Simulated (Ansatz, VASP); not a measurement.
**Two plane-wave programs on AlN**

INCAR

```
SYSTEM = AlN
PREC = Accurate
ENCUT = 600
EDIFF = 1E-6
ISMEAR = 0
SIGMA = 0.1
LREAL = .FALSE.
LASPH = .TRUE.
NELM = 120
ALGO = Normal
ISIF = 2
LWAVE = .FALSE.
LCHARG = .TRUE.
GGA = PE
LELF = .TRUE.
LVHAR = .TRUE.
NBANDS = 11
GGA_COMPAT = .FALSE.
```

Contents of KPOINTS:

```
Automatic mesh
0
G
  8 8 8
  0 0 0
```

The input POSCAR:

```
AlN
1.0
    0.0000000000      2.0886705391      2.0886705391
    2.0886705391      0.0000000000      2.0886705391
    2.0886705391      2.0886705391      0.0000000000
Al N
1 1
Direct
    0.0000000000      0.0000000000      0.0000000000
    0.7500000000      0.7500000000      0.7500000000
```

Input for Ansatz:

```yaml
crystal:
  lattice:
    - [0.0, 2.0886705391, 2.0886705391]
    - [2.0886705391, 0.0, 2.0886705391]
    - [2.0886705391, 2.0886705391, 0.0]
  atoms:
    - { symbol: Al, position: [0.0, 0.0, 0.0] }
    - { symbol: "N", position: [0.75, 0.75, 0.75] }
basis:
  ecutwfc: 420
kpoints:
  mp_grid: { grid: [8, 8, 8] }
hamiltonian:
  xc: pbe
scf:
  occupations: { method: gaussian, width: 0.1 }
output:
  forces: true
  stress: true
  eigenvalues: true
```

Alike in both runs: task single point; functional PBE; k mesh 8 × 8 × 8; occupations gaussian, width 0.1 eV; no spin polarisation.

|  | VASP | Ansatz |
| --- | --- | --- |
| version | VASP 6.6.1 | Ansatz 0.2.0 |
| potentials or method | VASP PAW PBE potentials, release 64 (Al, N), cutoff 600 eV | scalar-relativistic, plane waves, PAW |
| valence electrons in the cell | 8 | 8 |

|  | VASP | Ansatz | Ansatz less VASP |
| --- | --- | --- | --- |
| gap on the k mesh at the Fermi level (eV) | 3.37 | 3.39 | +0.011 |
| least direct gap on the mesh (eV) | 5.28 | 5.29 | +0.005 |
| pressure (GPa) | 41.1 | 41.3 | +0.19 |

Both programs put the cell under a high pressure, so it lies far from rest at this level.
